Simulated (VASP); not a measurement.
Input of a VASP 6.6.1 run:

INCAR

```
SYSTEM = Hg
PREC = Accurate ; ENCUT = 600
EDIFF = 1E-6 ; ISMEAR = -1
SIGMA = 0.05 ; LREAL = .False.
LASPH = .True. ; NELM = 60
ALGO = Normal ; ISIF = 3
LWAVE = .False. ; LCHARG = .False.
IBRION = 2 ; NSW = 60
EDIFFG = -0.005
```

The input KPOINTS:

```
regular mesh
0
Gamma
  16 16 16
  0 0 0
```

POSCAR

```
Hg
1.0
   -1.7834648247      1.7834648247      1.7834648247
    1.7834648247     -1.7834648247      1.7834648247
    1.7834648247      1.7834648247     -1.7834648247
Hg
1
Direct
    0.0000000000      0.0000000000      0.0000000000
```

Potentials or basis: VASP PAW LDA potentials, release 64 (Hg).

Command:

```bash
$ cat potpaw_LDA.64/Hg/POTCAR > POTCAR
$ mpirun -np 1 vasp_std > vasp.out
```

Problem. What does it give for the relaxed volume?

Solution. 22.89 Å³/atom.

Problem. What does it give for the space group after relaxing (to 0.1 Å)?

Solution. Im-3m (No. 229).

Problem. Predict the relaxed cell.

Solution. a = 3.098 Å, b = 3.098 Å, c = 3.098 Å, α = 109.47°, β = 109.47°, γ = 109.47°.

Step by step:
```
step  energy change (eV)  largest force (eV/Å)  pressure (GPa)  volume (Å³)
   1              0.0000                0.0000            0.43        22.69
   2             -0.0003                0.0000           -0.03        22.89
```
